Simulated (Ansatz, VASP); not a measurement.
# One calculation of TiAl3, two programs

Contents of INCAR:

```
PREC = Accurate
ENCUT = 500
EDIFF = 1E-6
ISMEAR = 1
SIGMA = 0.05
LREAL = F
LASPH = T
NELM = 120
ALGO = Normal
ISIF = 2
LWAVE = F
LCHARG = F
GGA = PS
NBANDS = 18
GGA_COMPAT = F
```

File KPOINTS:

```
regular mesh
0
Gamma
  7 7 7
```

File POSCAR:

```
TiAl3
1.0
    3.9556710000      0.0000000000      0.0000000000
    0.0000000000      3.9556710000      0.0000000000
    0.0000000000      0.0000000000      3.9556710000
Ti Al
1 3
Direct
    0.0000000000      0.0000000000      0.0000000000
    0.5000000000      0.5000000000      0.0000000000
    0.5000000000      0.0000000000      0.5000000000
    0.0000000000      0.5000000000      0.5000000000
```

Input for Ansatz:

```yaml
crystal:
  lattice:
    a: 3.955671
    b: 3.955671
    c: 3.955671
    alpha: 90.0
    beta: 90.0
    gamma: 90.0
  atoms:
    - { symbol: Ti, position: [0.0, 0.0, 0.0] }
    - { symbol: Al, position: [0.5, 0.5, 0.0] }
    - { symbol: Al, position: [0.5, 0.0, 0.5] }
    - { symbol: Al, position: [0.0, 0.5, 0.5] }
kpoints:
  mp_grid:
    grid: [7, 7, 7]
hamiltonian:
  xc: pbesol
  pseudopotentials:
    kind: paw
scf:
  occupations:
    method: cold
    width: 0.05
output:
  forces: true
  stress: true
  eigenvalues: true
```

Alike in both runs: task single point; functional PBEsol; k mesh 7 × 7 × 7; no spin polarisation.

|  | VASP | Ansatz |
| --- | --- | --- |
| version | VASP 6.6.1 | Ansatz 0.2.0 |
| potentials or method | VASP PAW PBE potentials, release 64 (Ti_sv, Al) | plane waves, PAW |
| plane-wave cutoff (eV) | 500 | 420 |
| occupations | methfessel-paxton of order 1, width 0.05 eV | cold, width 0.05 eV |
| valence electrons in the cell | 21 | 21 |

```tsv
	VASP	Ansatz	Ansatz less VASP
gap on the k mesh at the Fermi level (eV)	none	none	-
pressure (GPa)	-0.6	-0.7	-0.08
```

VASP's potentials were made for PBE, not for PBEsol. A gap of «none» marks a metal or a gap that the smearing closes.
